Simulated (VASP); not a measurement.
# Ga7SiN8 (a cell with a defect) in VASP: single point with PBE

Aim: the single point of Ga7SiN8 (a cell with a defect) with PBE.

All numbers are computed with VASP 6.6.1; they aren't measurements. Logs are shortened: lines on timing, memory, paths and dates and some standing lists are left out, and cuts for length are marked.

### Step 1. The cell of the first run

The cell holds a defect, 16 atoms: a = 5.243 Å, b = 6.437 Å, c = 6.437 Å, α = 120.00°, β = 90.00°, γ = 90.00°.

### Step 2. Single point, PBE

Contents of INCAR:

```
SYSTEM = Ga7SiN8
  PREC = Accurate
  ENCUT = 520
  EDIFF = 1E-7
  ISMEAR = 0
  SIGMA = 0.01
  LREAL = Auto
  LASPH = .TRUE.
  NELM = 100
  ALGO = Normal
  ISIF = 2
  LWAVE = .FALSE.
  LCHARG = .FALSE.
  GGA = PE
  NBANDS = 82
  NELECT = 134.0
```

Contents of KPOINTS:

```
Automatic mesh
0
G
  3 3 3
  0 0 0
```

Contents of POSCAR:

```
Ga7SiN8
1.0
    0.0000000000      0.0000000000     -5.2431683713
   -3.2183708025     -5.5743817476      0.0000000000
   -3.2183708025      5.5743817476      0.0000000000
Si Ga N
1 7 8
Direct
    0.5033296023      0.1654009010      0.8304235846
    0.4961584503      0.1603084587      0.3279211426
    0.4961801369      0.6679433605      0.8355391992
    0.4961817681      0.6679245470      0.3278555932
    0.0057099043      0.3308593413      0.1613703570
    0.0057469361      0.3308547986      0.6649828423
   -0.0016625211      0.8320910396      0.1637963591
    0.0057655131      0.8344813164      0.6649735742
    0.1592508339      0.1654054718      0.8304508320
    0.1199761455      0.1664745977      0.3309749607
    0.1199818811      0.6648806189      0.8293780218
    0.1199964423      0.6648638548      0.3309717250
    0.6182745815      0.3194060340      0.1384460250
    0.6183025350      0.3194212210      0.6764357618
    0.6227541287      0.8320705395      0.1637718637
    0.6182852880      0.8573719369      0.6764189680
```

Potentials or basis: VASP PAW PBE potentials, release 64 (Si, Ga_d, N).

Launch:

```console
$ cat potpaw_PBE.64/Si/POTCAR potpaw_PBE.64/Ga_d/POTCAR potpaw_PBE.64/N/POTCAR > POTCAR
$ mpirun -np 1 vasp_std > vasp.out
```

OUTCAR:

```text
SYSTEM = Ga7SiN8
   PREC = Accurate
   ENCUT = 520
   EDIFF = 1E-7
   ISMEAR = 0
   LREAL = Auto
   LASPH = .TRUE.
   NELM = 100
   ISIF = 2
   GGA = PE
   NELECT = 134.0

 ion  position               nearest neighbor table
   1  0.503  0.165  0.830-   9 1.80  14 1.82  13 1.82  16 1.82
   2  0.496  0.160  0.328-  15 1.95  10 1.97  14 2.05  13 2.05
   3  0.496  0.668  0.836-  15 1.95  11 1.97  14 2.05  16 2.05
   4  0.496  0.668  0.328-  15 1.95  12 1.97  13 2.05  16 2.05
   5  0.006  0.331  0.161-  10 1.96  12 1.96   9 2.01  13 2.04
   6  0.006  0.331  0.665-  10 1.96  11 1.96   9 2.01  14 2.04
[... 8 lines left out ...]
  15  0.623  0.832  0.164-   4 1.95   3 1.95   2 1.95   7 1.97
  16  0.618  0.857  0.676-   1 1.82   8 2.04   3 2.05   4 2.05

  LATTYP: Found a hexagonal cell.
 ALAT       =     6.4367416051
 C/A-ratio  =     0.8145687202

  Lattice vectors:

 A1 = (  -3.2183708025,  -5.5743817476,   0.0000000000)
 A2 = (  -3.2183708025,   5.5743817476,   0.0000000000)
 A3 = (   0.0000000000,   0.0000000000,  -5.2431683713)

Analysis of symmetry for initial positions (statically):
=====================================================================
 Subroutine PRICEL returns:
 Original cell was already a primitive cell.

 Routine SETGRP: Setting up the symmetry group for a
 hexagonal supercell.

 Subroutine GETGRP returns: Found  1 space group operations
 (whereof  1 operations were pure point group operations)
 out of a pool of 24 trial point group operations.

The static configuration has the point symmetry C_1 .

Analysis of symmetry for dynamics (positions and initial velocities):
=====================================================================
 Subroutine PRICEL returns:
 Original cell was already a primitive cell.

 Routine SETGRP: Setting up the symmetry group for a
 hexagonal supercell.

 Subroutine GETGRP returns: Found  1 space group operations
 (whereof  1 operations were pure point group operations)
 out of a pool of 24 trial point group operations.

The dynamic configuration has the point symmetry C_1 .

 Subroutine INISYM returns: Found  1 space group operations
 (whereof  1 operations are pure point group operations),
 and found     1 'primitive' translations

----------------------------------------------------------------------------------------

                                     Primitive cell

  volume of cell :     188.1294

  direct lattice vectors                    reciprocal lattice vectors
     0.000000000  0.000000000 -5.243168371     0.000000000  0.000000000 -0.190724373
    -3.218370802 -5.574381748  0.000000000    -0.155358108 -0.089696046  0.000000000
    -3.218370802  5.574381748  0.000000000    -0.155358108  0.089696046  0.000000000

  length of vectors
     5.243168371  6.436741605  6.436741605     0.190724373  0.179392091  0.179392091

  position of ions in fractional coordinates (direct lattice)
     0.503329602  0.165400901  0.830423585
     0.496158450  0.160308459  0.327921143
     0.496180137  0.667943360  0.835539199
     0.496181768  0.667924547  0.327855593
     0.005709904  0.330859341  0.161370357
     0.005746936  0.330854799  0.664982842
[... 8 lines left out ...]
     0.622754129  0.832070540  0.163771864
     0.618285288  0.857371937  0.676418968

  ion indices of the primitive-cell ions
   primitive index   ion index
                 1           1
                 2           2
                 3           3
                 4           4
                 5           5
                 6           6
[... 8 lines left out ...]
                15          15
                16          16

----------------------------------------------------------------------------------------

 KPOINTS: Automatic mesh

Automatic generation of k-mesh.
 Grid dimensions read from file:
 generate k-points for:    3    3    3

 Generating k-lattice:

  Cartesian coordinates                     Fractional coordinates (reciprocal lattice)
     0.000000000  0.000000000 -0.063574791     0.333333333  0.000000000  0.000000000
    -0.051786036 -0.029898682  0.000000000     0.000000000  0.333333333  0.000000000
    -0.051786036  0.029898682  0.000000000     0.000000000  0.000000000  0.333333333

  Length of vectors
     0.063574791  0.059797364  0.059797364

  Shift w.r.t. Gamma in fractional coordinates (k-lattice)
     0.000000000  0.000000000  0.000000000

 Subroutine IBZKPT returns following result:
 ===========================================

 Found     14 irreducible k-points:

 Following reciprocal coordinates:
            Coordinates               Weight
  0.000000  0.000000  0.000000      1.000000
  0.333333  0.000000  0.000000      2.000000
  0.000000  0.333333  0.000000      2.000000
  0.000000  0.000000  0.333333      2.000000
  0.000000 -0.333333  0.333333      2.000000
  0.333333  0.333333  0.000000      2.000000
  0.333333  0.000000  0.333333      2.000000
  0.333333 -0.333333  0.333333      2.000000
  0.333333 -0.333333 -0.000000      2.000000
  0.333333 -0.000000 -0.333333      2.000000
  0.333333  0.333333 -0.333333      2.000000
  0.000000  0.333333  0.333333      2.000000
  0.333333  0.333333  0.333333      2.000000
  0.333333 -0.333333 -0.333333      2.000000
   k-points           NKPTS =     14   k-points in BZ     NKDIM =     14   number of bands    NBANDS=     82
   number of dos      NEDOS =    301   number of ions     NIONS =     16
   total plane-waves  NPLWV =  92160
   dimension x,y,z NGX =    40 NGY =   48 NGZ =   48
   dimension x,y,z NGXF=    80 NGYF=   96 NGZF=   96
   ions per type =               1   7   8
   NGX,Y,Z   is equivalent  to a cutoff of  12.68, 12.40, 12.40 a.u.
   NGXF,Y,Z  is equivalent  to a cutoff of  25.37, 24.79, 24.79 a.u.
 SYSTEM =  Ga7SiN8
   PREC   = accura    normal or accurate (medium, high low for compatibility)
   ISTART =      0    job   : 0-new  1-cont  2-samecut
   ICHARG =      2    charge: 1-file 2-atom 10-const
   ISPIN  =      1    spin polarized calculation?
   LNONCOLLINEAR =      F non collinear calculations
   LSORBIT =      F    spin-orbit coupling
   LASPH  =      T    aspherical Exc in radial PAW
   ENCUT  =  520.0 eV  38.22 Ry    6.18 a.u.   9.75 11.97 11.97*2*pi/ulx,y,z
   NELM   =    100;   NELMIN=  2; NELMDL= -5     # of ELM steps
   EDIFF  = 0.1E-06   stopping-criterion for ELM
   LREAL  =      T    real-space projection
   EDIFFG = 0.1E-05   stopping-criterion for IOM
   NSW    =      0    number of steps for IOM
   IBRION =     -1    ionic relax: 0-MD 1-quasi-New 2-CG
   NFREE  =      0    steps in history (QN), initial steepest desc. (CG)
   ISIF   =      2    stress and relaxation
   ISYM   =      2    0-nonsym 1-usesym 2-fastsym
   POTIM  = 0.5000    time-step for ionic-motion
   TEBEG  =    0.0;   TEEND  =   0.0 temperature during run
   PSTRESS=    0.0 pullay stress
   NELECT =     134.0000    total number of electrons
   NUPDOWN=      -1.0000    fix difference up-down
   EMIN   =  10.00;   EMAX   =-10.00  energy-range for DOS
   EFERMI =   0.00;   METHOD = LEGACY
   ISMEAR =     0;   SIGMA  =   0.01  broadening in eV -4-tet -1-fermi 0-gaus
   EFERMI_NEDOS =   21; number of points for ismear=-14 and -15
   IALGO  =     38    algorithm
   IMIX   =      4    mixing-type and parameters
     AMIX     =   0.40;   BMIX     =  1.00
     AMIX_MAG =   1.60;   BMIX_MAG =  1.00
  volume/ion in A,a.u.               =      11.76        79.35
  Fermi-wavevector in a.u.,A,eV,Ry     =   1.462034  2.762844 29.083057  2.137544
  Thomas-Fermi vector in A             =   2.578295
   LORBIT       =      0    0 simple, 1 ext, 2 COOP (PROOUT), +10 PAW based schemes
   GGA     = PE    functional components
   LHFCALC =     F    Hartree Fock is set to
   AEXX    =    0.0000 exact exchange contribution
   IVDW    =     0    specifies the selected vdW correction
   LEPSILON=     F    determine dielectric tensor
   LRPA    =     F    only Hartree local field effects (RPA)
 non-spin polarized calculation
 Gauss-broadening in eV      SIGMA  =   0.01
  energy-cutoff  :      520.00
  volume of cell :      188.13
 maximum number of plane-waves:      5076
 NGX is ok and might be reduce to    40
   NGX = 19   NGY = 23   NGZ = 23

 number of electron     134.0000024 magnetization

 Free energy of the ion-electron system (eV)
  ---------------------------------------------------
  ext. energy  EPLUGINS =         0.00000000
  ---------------------------------------------------
  free energy    TOTEN  =      -107.65886388 eV

  energy without entropy =     -107.65886388  energy(sigma->0) =     -107.65886388

 E-fermi :   5.0392     XC(G=0): -11.3387

 val. band max:        4.9557609774   @ k =   0.0000   0.0000   0.0000
 cond. band min:       6.7581820684   @ k =   0.0000   0.0000   0.0000
 fundamental gap:      1.8024210910
 Fermi energy:         5.0392254478

 k-point     1 :       0.0000    0.0000    0.0000
  band No.  band energies     occupation
      1     -10.8548      2.00000
      2      -9.9076      2.00000
      3      -9.6999      2.00000
      4      -9.6382      2.00000
      5      -9.6377      2.00000
      6      -9.4750      2.00000
[... 71 lines left out ...]
     78      11.1751      0.00000
     79      13.1337      0.00000

 k-point     2 :       0.3333    0.0000    0.0000
  band No.  band energies     occupation
      1     -10.6030      2.00000
      2      -9.9077      2.00000
      3      -9.7406      2.00000
      4      -9.5860      2.00000
      5      -9.5854      2.00000
      6      -9.5238      2.00000
[... 71 lines left out ...]
     78      12.3151      0.00000
     79      12.8055      0.00000
[... 900 lines left out ...]
     78      12.1479      0.00000
     79      12.1959      0.00000

 k-point    14 :       0.3333   -0.3333   -0.3333
  band No.  band energies     occupation
      1     -10.3482      2.00000
      2      -9.8312      2.00000
      3      -9.7178      2.00000
      4      -9.6510      2.00000
      5      -9.6078      2.00000
      6      -9.5151      2.00000
[... 71 lines left out ...]
     78      12.1479      0.00000
     79      12.1958      0.00000
 [bands above 79 left out]

------------------------ aborting loop because EDIFF is reached ----------------------------------------

  FORCE on cell =-STRESS in cart. coord.  units (eV):
  Direction    XX          YY          ZZ          XY          YZ          ZX
  --------------------------------------------------------------------------------------
  -------------------------------------------------------------------------------------
  Total      -16.3744300    -16.3749733    -16.7122319     -0.0010351      0.0006552     -0.0037000
  in kB     -139.4505354   -139.4551629   -142.3273784     -0.0088150      0.0055795     -0.0315101
  external PRESSURE =    -140.4110255 kB  Pullay stress =       0.0000000 kB

 VOLUME and BASIS-vectors are now :
 -----------------------------------------------------------------------------
  energy-cutoff  :      520.00
  volume of cell :      188.13
      direct lattice vectors                 reciprocal lattice vectors
     0.000000000  0.000000000 -5.243168371     0.000000000  0.000000000 -0.190724373
    -3.218370802 -5.574381748  0.000000000    -0.155358108 -0.089696046  0.000000000
    -3.218370802  5.574381748  0.000000000    -0.155358108  0.089696046  0.000000000

 POSITION                                       TOTAL-FORCE (eV/Angst)
 -----------------------------------------------------------------------------------
     -3.20493      3.70709     -2.63904         0.001075      0.002479      0.009075
     -1.57130      0.93434     -2.60144         0.008611      0.001399      0.003266
     -4.83876      0.93424     -2.60156        -0.011431      0.003563      0.002857
     -3.20479     -1.89567     -2.60156        -0.001644     -0.006496      0.004194
     -1.58418     -0.94480     -0.02994        -0.012954      0.005672     -0.009575
     -3.20497      1.86256     -0.03013        -0.002371     -0.014354     -0.008717
[... 8 lines left out ...]
     -3.20499     -3.72535     -3.26520        -0.000509     -0.000267     -0.003311
     -4.93631     -1.00870     -3.24177        -0.020679     -0.013054      0.004156
 -----------------------------------------------------------------------------------
    total drift:                               -0.008204      0.002060      0.005405

  FREE ENERGIE OF THE ION-ELECTRON SYSTEM (eV)
  ---------------------------------------------------
  free  energy   TOTEN  =      -107.6588638774 eV

  energy  without entropy=     -107.6588638774  energy(sigma->0) =     -107.65886388
```

Run time: 26 min. Hardware: 1 thread of AMD EPYC, shared host; peak memory 0.34 GiB.

What came out:

- Free energy: -107.6589 eV
- Largest force: 0.025 eV/Å

Forces in eV/Å, atoms in the order of the input:
```
Si   0.001  0.002  0.009
Ga   0.009  0.001  0.003
Ga  -0.011  0.004  0.003
Ga  -0.002 -0.006  0.004
Ga  -0.013  0.006 -0.010
Ga  -0.002 -0.014 -0.009
Ga   0.003 -0.001 -0.002
Ga   0.012  0.009 -0.008
N    0.001 -0.001 -0.011
N    0.002  0.001  0.003
N   -0.001  0.003  0.003
N    0.001 -0.003  0.004
N    0.021 -0.011  0.004
N    0.001  0.025  0.006
N   -0.001  0.000 -0.003
N   -0.021 -0.013  0.004
```

Levels at points of the mesh, in eV from the Fermi level:
| k point | band 64 | band 65 | band 66 | band 67 | band 68 | band 69 | band 70 | band 71 |
| --- | --- | --- | --- | --- | --- | --- | --- | --- |
| (0.00, 0.00, 0.00) | -0.84 | -0.28 | -0.08 | -0.08 | 1.72 | 3.75 | 4.52 | 4.52 |

Caveat: the cell carries a net charge on a neutralising background, which shifts energy and pressure; the cell is charged against a uniform background, so pressure and absolute levels hang on convention.
